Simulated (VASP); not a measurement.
Crystal: KI.

```
K I
1.0
     4.29109    0.00000    0.00000
     0.00000    4.29109    0.00000
     0.00000    0.00000    4.29109
K I
1 1
Direct
  0.00000 0.00000 0.00000
  0.50000 0.50000 0.50000
```

Base run:

```yaml
Program: VASP 6.6.1
Functional: HSE06
Potentials_or_basis: VASP PAW PBE potentials, release 64 (K_sv, I)
Cutoff: 520 eV
k_mesh: 4 × 4 × 4
Occupations: gaussian, width 0.01 eV
Spin: no spin polarisation
```

Its results: band gap on the k mesh 4.30 eV, indirect (least direct gap 4.69 eV); pressure 0.3 GPa.

**Question.** The run is repeated on the same cell with these changes: functional from HSE06 to r2SCAN. What comes out?

**Answer.** Band gap on the k mesh 4.04 eV, indirect (least direct gap 4.41 eV); pressure 0.1 GPa.

HSE06 gives the wider gap, since exact exchange removes part of the self-interaction.

Caveats: the PAW data sets were made with another functional, which shifts forces and pressure a little; spin-orbit coupling is left out, which moves the levels of the heavy elements.

A k mesh can miss the band edges.
